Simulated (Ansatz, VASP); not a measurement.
Two plane-wave programs on Eu

The input INCAR:

```
SYSTEM = Eu
  PREC = Accurate
  ENCUT = 520
  EDIFF = 1E-6
  ISMEAR = 0
  SIGMA = 0.05
  LREAL = .False.
  LASPH = .True.
  NELM = 150
  ALGO = Normal
  ISIF = 2
  LWAVE = .False.
  LCHARG = .False.
  ISPIN = 2
  MAGMOM = 7.63
  LORBIT = 11
  LMAXMIX = 6
  GGA = PE
  NBANDS = 18
```

KPOINTS

```
Automatic mesh
0
Gamma
  16 16 16
  0 0 0
```

Contents of POSCAR:

```
Eu
1.0
   -2.0339834985      2.0339834985      2.0339834985
    2.0339834985     -2.0339834985      2.0339834985
    2.0339834985      2.0339834985     -2.0339834985
Eu
1
Direct
    0.0000000000      0.0000000000      0.0000000000
```

Input for Ansatz:

```yaml
crystal:
  lattice:
    - [-2.0339834985, 2.0339834985, 2.0339834985]
    - [2.0339834985, -2.0339834985, 2.0339834985]
    - [2.0339834985, 2.0339834985, -2.0339834985]
  atoms:
    - { symbol: Eu, position: [0.0, 0.0, 0.0], spin: 7.63 }
basis:
  ecutwfc: 420
  ecutrho_ratio: 4
kpoints:
  mp_grid: { grid: [16, 16, 16] }
hamiltonian:
  xc: pbe
scf:
  occupations: { method: gaussian, width: 0.05 }
output:
  forces: true
  stress: true
  eigenvalues: true
  populations: true
magnetization:
  spin_polarized: true
```

Alike in both runs: task single point; functional PBE; k mesh 16 × 16 × 16; occupations gaussian, width 0.05 eV; collinear spin.

```csv
,VASP,Ansatz
version,VASP 6.6.1,Ansatz 0.2.0
potentials or method,"VASP PAW PBE potentials, release 64 (Eu), cutoff 520 eV","scalar-relativistic, plane waves, PAW"
valence electrons in the cell,17,17
```

|  | VASP | Ansatz | Ansatz less VASP |
| --- | --- | --- | --- |
| gap on the k mesh at the Fermi level (eV) | none | none | - |
| pressure (GPa) | 4.4 | 4.6 | +0.26 |
| net moment per atom (μB) | 7.16 | 7.17 | +0.008 |
| size of the moment on the site where the two differ most (μB) | 6.63 | 6.92 | +0.291 |

Site moments also hang on the region over which each program counts them. A gap of «none» marks a metal or a gap that the smearing closes. Ansatz's warnings: given moment on shells.

Neither program's run includes spin-orbit coupling.
